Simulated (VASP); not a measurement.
Set up this calculation in VASP 6.6.1, as the native input.

* Task: single point
* Functional: PBE
* Potentials or basis: VASP PAW PBE potentials, release 64 (Ca_sv, Zr_sv, N)
* Cutoff: 520 eV
* k mesh: 6 × 6 × 6
* Occupations: gaussian, width 0.1 eV
* Spin: no spin polarisation
* Dipole correction: no
* Further INCAR settings: ALGO = Normal; EDIFF = 1e-07; NBANDS = 32

The structure of Ca2Zr2N lies in POSCAR:

```
Ca2Zr2N
1.0
   -2.5106414500      2.5106414500      4.1067892900
    2.5106414500     -2.5106414500      4.1067892900
    2.5106414500      2.5106414500     -4.1067892900
Ca Zr N
2 2 1
Direct
    0.7500000000      0.2500000000      0.5000000000
    0.2500000000      0.7500000000      0.5000000000
    0.7370683500      0.7370683500      0.0000000000
    0.2629316500      0.2629316500      0.0000000000
    0.0000000000      0.0000000000      0.0000000000
```

The cell was built from a structure type or drawn by symmetry, and may not be a known phase.

These files were run (other wordings do the same):

INCAR

```
SYSTEM = Ca2Zr2N
PREC = Accurate ; ENCUT = 520
EDIFF = 1E-7 ; ISMEAR = 0
SIGMA = 0.1 ; LREAL = .FALSE.
LASPH = .TRUE. ; NELM = 100
ALGO = Normal ; ISIF = 2
LWAVE = .FALSE. ; LCHARG = .FALSE.
GGA = PE ; NBANDS = 32
```

KPOINTS

```
Automatic mesh
0
G
  6 6 6
  0 0 0
```

Potentials or basis: VASP PAW PBE potentials, release 64 (Ca_sv, Zr_sv, N).

The run is started by

```sh
$ cat potpaw_PBE.64/Ca_sv/POTCAR potpaw_PBE.64/Zr_sv/POTCAR potpaw_PBE.64/N/POTCAR > POTCAR
$ mpirun -np 1 vasp_std > vasp.out
```

Results of the run:

| Quantity | Value |
| --- | --- |
| Pressure | 18.5 GPa |
| Largest force | 1.550 eV/Å |
| Band gap on the k mesh | zero (an odd number of electrons rules out a gap without spin polarisation) |

Caveat: the cell stands under pressure; forces of over 1 eV/Å act on the atoms, so gaps and moduli don't describe the material at rest.

Run time: 63 s on 1 thread of Intel(R) Xeon(R) 6975P-C (Granite Rapids), on a shared host, peak memory 0.29 GiB.
